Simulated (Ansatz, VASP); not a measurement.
This is a calculation of BiTe for VASP 6.6.1.

Contents of INCAR:

```
PREC     = Accurate       # precision mode
ENCUT    = 600            # plane-wave cutoff, eV
EDIFF    = 1E-6           # SCF threshold, eV
ISMEAR   = -1             # smearing method
SIGMA    = 0.05           # smearing width, eV
LREAL    = False          # projectors in reciprocal space
LASPH    = True           # aspherical terms in the spheres
NELM     = 100            # most SCF steps
ALGO     = Normal         # electronic algorithm
ISIF     = 3              # what is computed and relaxed
LWAVE    = False          # write WAVECAR
LCHARG   = False          # write CHGCAR
GGA      = PS             # functional
IBRION   = 2              # ionic algorithm
NSW      = 60             # ionic steps
EDIFFG   = -0.01          # ionic threshold
```

KPOINTS

```
regular mesh
0
Gamma
  7 7 7
```

The input POSCAR:

```
BiTe
1.0
    0.0000000000      3.2350000000      3.2350000000
    3.2350000000      0.0000000000      3.2350000000
    3.2350000000      3.2350000000      0.0000000000
Bi Te
1 1
Direct
    0.0000000000      0.0000000000      0.0000000000
    0.5000000000      0.5000000000      0.5000000000
```

Potentials or basis: VASP PAW PBE potentials, release 64 (Bi_d, Te).

Command:

```bash
$ cat potpaw_PBE.64/Bi_d/POTCAR potpaw_PBE.64/Te/POTCAR > POTCAR
$ mpirun -np 1 vasp_std > vasp.out
```

**Question.** Set up the same calculation for Ansatz 0.2.0. Potentials there: Ansatz PAW.

**Answer.** As run (the cutoff follows the program's own potentials):

The input input.yaml:

```yaml
crystal:
  lattice:
    - [0.0, 3.235, 3.235]
    - [3.235, 0.0, 3.235]
    - [3.235, 3.235, 0.0]
  atoms:
    - { symbol: Bi, position: [0.0, 0.0, 0.0] }
    - { symbol: Te, position: [0.5, 0.5, 0.5] }
hamiltonian:
  xc: pbesol
  pseudopotentials: { kind: paw }
kpoints:
  mp_grid: { grid: [7, 7, 7] }
scf:
  occupations: { method: fermi_dirac, width: 0.05 }
output:
  forces: true
  stress: true
  eigenvalues: true
relax:
  f_tol: 0.01
  max_steps: 40
  cell: { stress_tol: 0.05 }
```

Potentials or basis: Ansatz PAW.

The run is started by

```console
$ ansatz run input.yaml --threads 2 --pin off --max-ram 5632MiB --backend cpu --events-out ev --progress --plain --runs-dir out
```

Both were run:

|  | VASP | Ansatz | Ansatz less VASP |
| --- | --- | --- | --- |
| gap on the k mesh at the Fermi level, each at its own relaxed structure (eV) | none | none | - |
| relaxed volume (Å³/atom) | 32.82 | 32.84 | +0.019 |
| relaxed cell length with the largest relative difference (Å) | 4.528 | 4.529 | +0.0009 |

VASP's potentials were made for PBE, not for PBEsol. A gap of «none» marks a metal or a gap that the smearing closes. VASP's potentials hold 21 valence electrons a cell and Ansatz's 31, so a difference there can come from the potentials and not from the codes.

Spin-orbit coupling is off throughout. Noted on Ansatz's run: the plane-wave basis is chosen anew once the cell has moved, so the energies of steps on either side of that aren't comparable.
